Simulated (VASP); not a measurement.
Set up this calculation in VASP 6.6.1, as the native input.

```
Task                   : relaxation of cell and atoms
Functional             : PBE
Potentials or basis    : VASP PAW PBE potentials, release 64 (In_d, Ga_d, O)
Cutoff                 : 600 eV
k mesh                 : 12 × 12 × 12
Occupations            : gaussian, width 0.1 eV
Spin                   : no spin polarisation
Dipole correction      : no
Further INCAR settings : ALGO = Fast; EDIFF = 1e-06; IBRION = 2; EDIFFG = -0.01; NSW = 100; ISIF = 3
```

The structure of InGaO lies in POSCAR:

```
InGaO
1.0
    3.9033628279      0.0000000000      0.0000000000
    0.0000000000      4.0378274840      0.0000000000
    0.0000000000      0.0000000000      4.1036483014
In Ga O
1 1 1
Direct
    0.0000000000      0.0000000000      0.0000000000
    0.5000000000      0.5000000000      0.5000000000
    0.0000000000      0.5000000000      0.5000000000
```

The cell was built from a structure type or drawn by symmetry, and may not be a known phase.

One way to write it, as run:

INCAR

```
PREC = Accurate
ENCUT = 600
EDIFF = 1E-6
ISMEAR = 0
SIGMA = 0.1
LREAL = False
LASPH = True
NELM = 80
ALGO = Fast
ISIF = 3
LWAVE = False
LCHARG = False
GGA = PE
IBRION = 2
NSW = 100
EDIFFG = -0.01
```

KPOINTS

```
regular mesh
0
Gamma
  12 12 12
```

Potentials or basis: VASP PAW PBE potentials, release 64 (In_d, Ga_d, O).

Launch:

```console
$ cat potpaw_PBE.64/In_d/POTCAR potpaw_PBE.64/Ga_d/POTCAR potpaw_PBE.64/O/POTCAR > POTCAR
$ mpirun -np 1 vasp_std > vasp.out
```

It gave:

- Relaxed volume: 21.69 Å³/atom
- Relaxed cell: a = 3.913 Å, b = 4.044 Å, c = 4.113 Å, α = 90.00°, β = 90.00°, γ = 90.00°
- Space group after relaxing (to 0.1 Å): P4/mmm (No. 123)
- Energy gained by relaxing: 0.1 meV/atom
- Ionic steps: 5
- Pressure after relaxing: 0.0 GPa
- Band gap on the k mesh: zero (bands 16 and 17 overlap by 0.79 eV)

Caveat: spin-orbit coupling is left out, which moves the levels of the heavy elements.

Wall time 25 min on 1 thread of Oxide Virtual Turin-like Processor (shared host), peak memory 0.65 GiB.
